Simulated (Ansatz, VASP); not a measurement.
One calculation of BN, two programs

File INCAR:

```
SYSTEM = BN
PREC = Accurate
ENCUT = 520
EDIFF = 1E-6
ISMEAR = 0
SIGMA = 0.05
LREAL = .False.
LASPH = .True.
NELM = 60
ALGO = Normal
ISIF = 2
LWAVE = .False.
LCHARG = .False.
IBRION = 2
NSW = 50
EDIFFG = -0.01
```

The input KPOINTS:

```
regular mesh
0
Gamma
  12 12 4
  0 0 0
```

POSCAR

```
BN
1.0
    2.2146330265      0.0000000000      0.0000000000
   -1.1073165133      2.1549757989      0.0000000000
    0.0000000000      0.0000000000      5.7807916289
B N
2 2
Direct
    0.3333333333      0.6666666667      0.2500000000
    0.6666666667      0.3333333333      0.7500000000
    0.3333333333      0.6666666667      0.7500000000
    0.6666666667      0.3333333333      0.2500000000
```

Input for Ansatz:

```yaml
crystal:
  lattice:
    - [2.2146330265, 0.0, 0.0]
    - [-1.1073165133, 2.1549757989, 0.0]
    - [0.0, 0.0, 5.7807916289]
  atoms:
    - { symbol: B, position: [0.3333333333, 0.6666666667, 0.25] }
    - { symbol: B, position: [0.6666666667, 0.3333333333, 0.75] }
    - { symbol: "N", position: [0.3333333333, 0.6666666667, 0.75] }
    - { symbol: "N", position: [0.6666666667, 0.3333333333, 0.25] }
basis:
  ecutwfc: 520.0
kpoints:
  mp_grid: { grid: [12, 12, 4] }
hamiltonian:
  xc: lda
  pseudopotentials: { kind: paw, azcp: { folder: soft_1 } }
scf:
  occupations: { method: gaussian, width: 0.05 }
output:
  forces: true
  stress: true
  eigenvalues: true
relax:
  adjacent_minimum: "off"
  f_tol: 0.01
  max_steps: 30
```

Change from the starting cell: normal strain along x -0.1100, normal strain along z -0.1100.

Alike in both runs: task relaxation of the atoms; functional LDA; k mesh 12 × 12 × 4; occupations gaussian, width 0.05 eV; no spin polarisation.

|  | VASP | Ansatz |
| --- | --- | --- |
| version | VASP 6.6.1 | Ansatz 0.2.0 |
| potentials or method | VASP PAW LDA potentials, release 64 (B, N), cutoff 520 eV | scalar-relativistic, plane waves, PAW |
| valence electrons in the cell | 16 | 16 |

Ansatz gave:

| Quantity | Value |
| --- | --- |
| gap on the k mesh at the Fermi level, each at its own relaxed structure (eV) | 3.31 |

Q: Estimate VASP's values.

A: gap on the k mesh at the Fermi level, each at its own relaxed structure (eV): 3.29.

Ansatz warns that its potentials were made for another functional, while VASP's fit it. LDA's correlation is that of Perdew and Zunger in VASP and of Perdew and Wang (1992) in Ansatz. Ansatz's warnings: stress scf threshold loose.
